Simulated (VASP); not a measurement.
# Sn2Ge (I4_1/amd) in VASP: single point with PBEsol

Aim: the single point of Sn2Ge with PBEsol.

All numbers are computed with VASP 6.6.1; they aren't measurements. Logs are shortened: lines on timing, memory, paths and dates and some standing lists are left out, and cuts for length are marked.

## Step 1: The cell of the first run

Symmetry: I4_1/amd, No. 141, tetragonal system. Conventional cell: a = 3.184 Å, b = 3.184 Å, c = 23.604 Å, α = 90.00°, β = 90.00°, γ = 90.00°. Within 3.7 Å of Sn (site symmetry 2mm) lie 4 Ge at 2.84 Å and 7 Sn at 2.92 to 3.45 Å. Within 3.7 Å of Ge (site symmetry -4m2) lie 8 Sn at 2.84 Å and 4 Ge at 3.18 Å.

## Step 2: Single point, PBEsol

The input, INCAR:

```
SYSTEM = Sn2Ge
PREC = Accurate
ENCUT = 520
EDIFF = 1E-6
ISMEAR = -1
SIGMA = 0.1
LREAL = .FALSE.
LASPH = .TRUE.
NELM = 60
ALGO = Normal
ISIF = 2
LWAVE = .FALSE.
LCHARG = .FALSE.
GGA = PS
NBANDS = 51
```

The input, KPOINTS:

```
Automatic mesh
0
G
  7 7 7
  0 0 0
```

The input, POSCAR:

```
Sn2Ge
1.0
    0.0000000000      3.1840851812      0.0000000000
    3.1840851812      0.0000000000      0.0000000000
    1.5920425906      1.5920425906    -11.8019322783
Sn Ge
4 2
Direct
    0.4269175946      0.4269175946      0.1461648108
    0.1769175946      0.6769175946      0.6461648108
    0.3230824054      0.8230824054      0.3538351892
    0.5730824054      0.5730824054      0.8538351892
    0.0000000000      0.0000000000      0.0000000000
    0.7500000000      0.2500000000      0.5000000000
```

Potentials or basis: VASP PAW PBE potentials, release 64 (Sn_d, Ge_d).

Command:

```sh
$ cat potpaw_PBE.64/Sn_d/POTCAR potpaw_PBE.64/Ge_d/POTCAR > POTCAR
$ mpirun -np 1 vasp_std > vasp.out
```

OUTCAR:

```text
SYSTEM = Sn2Ge
   PREC = Accurate
   ENCUT = 520
   EDIFF = 1E-6
   ISMEAR = -1
   LREAL = .FALSE.
   LASPH = .TRUE.
   NELM = 60
   ISIF = 2
   GGA = PS

 ion  position               nearest neighbor table
   1  0.427  0.427  0.146-   5 2.84   5 2.84   5 2.84   5 2.84   3 2.92   3 2.92   4 3.45
   2  0.177  0.677  0.646-   6 2.84   6 2.84   6 2.84   6 2.84   4 2.92   4 2.92   3 3.45
   3  0.323  0.823  0.354-   6 2.84   6 2.84   6 2.84   6 2.84   1 2.92   1 2.92   2 3.45
   4  0.573  0.573  0.854-   5 2.84   5 2.84   5 2.84   5 2.84   2 2.92   2 2.92   1 3.45
   5  0.000  0.000  0.000-   1 2.84   4 2.84   4 2.84   4 2.84   1 2.84   1 2.84   4 2.84   1 2.84

   6  0.750  0.250  0.500-   2 2.84   3 2.84   3 2.84   3 2.84   2 2.84   2 2.84   3 2.84   2 2.84

  LATTYP: Found a body centered tetragonal cell.
 ALAT       =     3.1840851812
 C/A-ratio  =     7.4130757230

  Lattice vectors:

 A1 = (  -1.5920425906,   1.5920425906,  11.8019322783)
 A2 = (   1.5920425906,  -1.5920425906,  11.8019322783)
 A3 = (   1.5920425906,   1.5920425906, -11.8019322783)

Analysis of symmetry for initial positions (statically):
=====================================================================
 Subroutine PRICEL returns:
 Original cell was already a primitive cell.

 Routine SETGRP: Setting up the symmetry group for a
 body centered tetragonal supercell.

 Subroutine GETGRP returns: Found 16 space group operations
 (whereof  8 operations were pure point group operations)
 out of a pool of 16 trial point group operations.

The static configuration has the point symmetry D_2d.
 The point group associated with its full space group is D_4h.

Analysis of symmetry for dynamics (positions and initial velocities):
=====================================================================
 Subroutine PRICEL returns:
 Original cell was already a primitive cell.

 Routine SETGRP: Setting up the symmetry group for a
 body centered tetragonal supercell.

 Subroutine GETGRP returns: Found 16 space group operations
 (whereof  8 operations were pure point group operations)
 out of a pool of 16 trial point group operations.

The dynamic configuration has the point symmetry D_2d.
 The point group associated with its full space group is D_4h.

 Subroutine INISYM returns: Found 16 space group operations
 (whereof  8 operations are pure point group operations),
 and found     1 'primitive' translations

----------------------------------------------------------------------------------------

                                     Primitive cell

  volume of cell :     119.6527

  direct lattice vectors                    reciprocal lattice vectors
     0.000000000  3.184085181  0.000000000     0.000000000  0.314061950  0.042365944
     3.184085181  0.000000000  0.000000000     0.314061950  0.000000000  0.042365944
     1.592042591  1.592042591-11.801932278     0.000000000  0.000000000 -0.084731888

  length of vectors
     3.184085181  3.184085181 12.014774435     0.316906582  0.316906582  0.084731888

  position of ions in fractional coordinates (direct lattice)
     0.426917595  0.426917595  0.146164811
     0.176917595  0.676917595  0.646164811
     0.323082405  0.823082405  0.353835189
     0.573082405  0.573082405  0.853835189
     0.000000000  0.000000000  0.000000000
     0.750000000  0.250000000  0.500000000

  ion indices of the primitive-cell ions
   primitive index   ion index
                 1           1
                 2           2
                 3           3
                 4           4
                 5           5
                 6           6

----------------------------------------------------------------------------------------

 KPOINTS: Automatic mesh

Automatic generation of k-mesh.
 Grid dimensions read from file:
 generate k-points for:    7    7    7

 Generating k-lattice:

  Cartesian coordinates                     Fractional coordinates (reciprocal lattice)
     0.000000000  0.044865993  0.006052278     0.142857143  0.000000000  0.000000000
     0.044865993  0.000000000  0.006052278     0.000000000  0.142857143  0.000000000
     0.000000000  0.000000000 -0.012104555     0.000000000  0.000000000  0.142857143

  Length of vectors
     0.045272369  0.045272369  0.012104555

  Shift w.r.t. Gamma in fractional coordinates (k-lattice)
     0.000000000  0.000000000  0.000000000

 Subroutine IBZKPT returns following result:
 ===========================================

 Found     40 irreducible k-points:

 Following reciprocal coordinates:
            Coordinates               Weight
  0.000000  0.000000  0.000000      1.000000
  0.142857  0.000000 -0.000000      8.000000
  0.285714  0.000000  0.000000      8.000000
  0.428571  0.000000 -0.000000      8.000000
  0.142857  0.142857 -0.000000      8.000000
  0.285714  0.142857  0.000000     16.000000
[... 16 lines left out ...]
  0.285714  0.285714  0.142857      8.000000
  0.428571  0.285714  0.142857     16.000000
 [... further k-points ...]
   k-points           NKPTS =     40   k-points in BZ     NKDIM =     40   number of bands    NBANDS=     51
   number of dos      NEDOS =    301   number of ions     NIONS =      6
   total plane-waves  NPLWV =  51840
   dimension x,y,z NGX =    24 NGY =   24 NGZ =   90
   dimension x,y,z NGXF=    48 NGYF=   48 NGZF=  180
   ions per type =               4   2
   NGX,Y,Z   is equivalent  to a cutoff of  12.53, 12.53, 12.45 a.u.
   NGXF,Y,Z  is equivalent  to a cutoff of  25.06, 25.06, 24.91 a.u.
 SYSTEM =  Sn2Ge
   PREC   = accura    normal or accurate (medium, high low for compatibility)
   ISTART =      0    job   : 0-new  1-cont  2-samecut
   ICHARG =      2    charge: 1-file 2-atom 10-const
   ISPIN  =      1    spin polarized calculation?
   LNONCOLLINEAR =      F non collinear calculations
   LSORBIT =      F    spin-orbit coupling
   LASPH  =      T    aspherical Exc in radial PAW
   ENCUT  =  520.0 eV  38.22 Ry    6.18 a.u.   5.92  5.92 22.34*2*pi/ulx,y,z
   NELM   =     60;   NELMIN=  2; NELMDL= -5     # of ELM steps
   EDIFF  = 0.1E-05   stopping-criterion for ELM
   LREAL  =      F    real-space projection
   EDIFFG = 0.1E-04   stopping-criterion for IOM
   NSW    =      0    number of steps for IOM
   IBRION =     -1    ionic relax: 0-MD 1-quasi-New 2-CG
   NFREE  =      0    steps in history (QN), initial steepest desc. (CG)
   ISIF   =      2    stress and relaxation
   ISYM   =      2    0-nonsym 1-usesym 2-fastsym
   POTIM  = 0.5000    time-step for ionic-motion
   TEBEG  =    0.0;   TEEND  =   0.0 temperature during run
   PSTRESS=    0.0 pullay stress
   NELECT =      84.0000    total number of electrons
   NUPDOWN=      -1.0000    fix difference up-down
   EMIN   =  10.00;   EMAX   =-10.00  energy-range for DOS
   EFERMI =   0.00;   METHOD = LEGACY
   ISMEAR =    -1;   SIGMA  =   0.10  broadening in eV -4-tet -1-fermi 0-gaus
   EFERMI_NEDOS =   21; number of points for ismear=-14 and -15
   IALGO  =     38    algorithm
   IMIX   =      4    mixing-type and parameters
     AMIX     =   0.40;   BMIX     =  1.00
     AMIX_MAG =   1.60;   BMIX_MAG =  1.00
  volume/ion in A,a.u.               =      19.94       134.58
  Fermi-wavevector in a.u.,A,eV,Ry     =   1.454991  2.749535 28.803534  2.117000
  Thomas-Fermi vector in A             =   2.572078
   LORBIT       =      0    0 simple, 1 ext, 2 COOP (PROOUT), +10 PAW based schemes
   GGA     = PS    functional components
   LHFCALC =     F    Hartree Fock is set to
   AEXX    =    0.0000 exact exchange contribution
   IVDW    =     0    specifies the selected vdW correction
   LEPSILON=     F    determine dielectric tensor
   LRPA    =     F    only Hartree local field effects (RPA)
 non-spin polarized calculation
  energy-cutoff  :      520.00
  volume of cell :      119.65
 maximum number of plane-waves:      3258
   NGX = 11   NGY = 11   NGZ = 45

 number of electron      84.0000039 magnetization

 Free energy of the ion-electron system (eV)
  ---------------------------------------------------
  ext. energy  EPLUGINS =         0.00000000
  ---------------------------------------------------
  free energy    TOTEN  =       -24.71493299 eV

  energy without entropy =      -24.64334567  energy(sigma->0) =      -24.67913933

 E-fermi :  10.3268     XC(G=0): -11.7003

 val. band max:       10.3228042440   @ k =  -0.4286   0.2857   0.0000
 cond. band min:      10.3367425176   @ k =  -0.4286   0.1429   0.0000
 fundamental gap:      0.0139382736
 Fermi energy:        10.3268230136

 k-point     1 :       0.0000    0.0000    0.0000
  band No.  band energies     occupation
      1     -14.5170      2.00000
      2     -14.5170      2.00000
      3     -14.4833      2.00000
      4     -14.4832      2.00000
      5     -14.4754      2.00000
      6     -14.4754      2.00000
[... 43 lines left out ...]
     50      15.4533      0.00000
     51      16.6141      0.00000

 k-point     2 :       0.1429    0.0000   -0.0000
  band No.  band energies     occupation
      1     -14.5096      2.00000
      2     -14.5096      2.00000
      3     -14.4797      2.00000
      4     -14.4797      2.00000
      5     -14.4787      2.00000
      6     -14.4787      2.00000
[... 43 lines left out ...]
     50      16.0323      0.00000
     51      16.9469      0.00000

 k-point     3 :       0.2857    0.0000    0.0000
  band No.  band energies     occupation
      1     -14.4984      2.00000
      2     -14.4983      2.00000
      3     -14.4894      2.00000
      4     -14.4894      2.00000
      5     -14.4803      2.00000
      6     -14.4802      2.00000
[... 43 lines left out ...]
     50      16.0051      0.00000
     51      17.0875      0.00000
[... 1027 lines left out ...]
 k-point    23 :       0.2857    0.2857    0.1429
  band No.  band energies     occupation
      1     -14.4946      2.00000
      2     -14.4944      2.00000
      3     -14.4905      2.00000
      4     -14.4904      2.00000
      5     -14.4890      2.00000
      6     -14.4890      2.00000
[... 43 lines left out ...]
     50      14.9103      0.00000
     51      15.0803      0.00000

 k-point    24 :       0.4286    0.2857    0.1429
  band No.  band energies     occupation
      1     -14.5024      2.00000
      2     -14.5023      2.00000
      3     -14.4979      2.00000
      4     -14.4977      2.00000
      5     -14.4900      2.00000
      6     -14.4899      2.00000
[... 43 lines left out ...]
     50      13.0157      0.00000
     51      14.1234      0.00000

 [... further k-points ...]

------------------------ aborting loop because EDIFF is reached ----------------------------------------

  FORCE on cell =-STRESS in cart. coord.  units (eV):
  Direction    XX          YY          ZZ          XY          YZ          ZX
  --------------------------------------------------------------------------------------
  -------------------------------------------------------------------------------------
  Total       14.9466823     14.9466823     14.9418872      0.0000000     -0.0000000      0.0000000
  in kB      200.1395472    200.1395472    200.0753389      0.0000000     -0.0000000      0.0000000
  external PRESSURE =     200.1181444 kB  Pullay stress =       0.0000000 kB

 VOLUME and BASIS-vectors are now :
 -----------------------------------------------------------------------------
  energy-cutoff  :      520.00
  volume of cell :      119.65
      direct lattice vectors                 reciprocal lattice vectors
     0.000000000  3.184085181  0.000000000     0.000000000  0.314061950  0.042365944
     3.184085181  0.000000000  0.000000000     0.314061950  0.000000000  0.042365944
     1.592042591  1.592042591-11.801932278     0.000000000  0.000000000 -0.084731888

 POSITION                                       TOTAL-FORCE (eV/Angst)
 -----------------------------------------------------------------------------------
      1.59204      1.59204     -1.72503         0.000000      0.000000     -0.003726
      3.18409      1.59204     -7.62599         0.000000      0.000000     -0.003726
      3.18409      1.59204     -4.17594        -0.000000     -0.000000      0.003726
      3.18409      3.18409    -10.07691        -0.000000     -0.000000      0.003726
      0.00000      0.00000      0.00000         0.000000      0.000000      0.000000
      1.59204      3.18409     -5.90097        -0.000000     -0.000000      0.000000
 -----------------------------------------------------------------------------------
    total drift:                                0.000000      0.000000     -0.000000

  FREE ENERGIE OF THE ION-ELECTRON SYSTEM (eV)
  ---------------------------------------------------
  free  energy   TOTEN  =       -24.7149329863 eV

  energy  without entropy=      -24.6433456679  energy(sigma->0) =      -24.67913933
```

Run time: 2 min. Hardware: 1 thread of AMD EPYC 9R14 (Zen 4), shared host; peak memory 0.29 GiB.

Results:

```
Free energy            : -24.7149 eV
Pressure               : 20.0 GPa
Largest force          : 0.004 eV/Å
Band gap on the k mesh : zero (band 42 reaches 12.80 eV, above the bottom of band 43 at 7.94 eV)
```

Forces on the atoms (eV/Å):
```
Sn   0.000  0.000 -0.004
Sn   0.000  0.000 -0.004
Sn   0.000  0.000  0.004
Sn   0.000  0.000  0.004
Ge   0.000  0.000  0.000
Ge   0.000  0.000  0.000
```

Caveat: the PAW data sets were made with another functional, which shifts forces and pressure a little; spin-orbit coupling is left out, which moves the levels of the heavy elements.
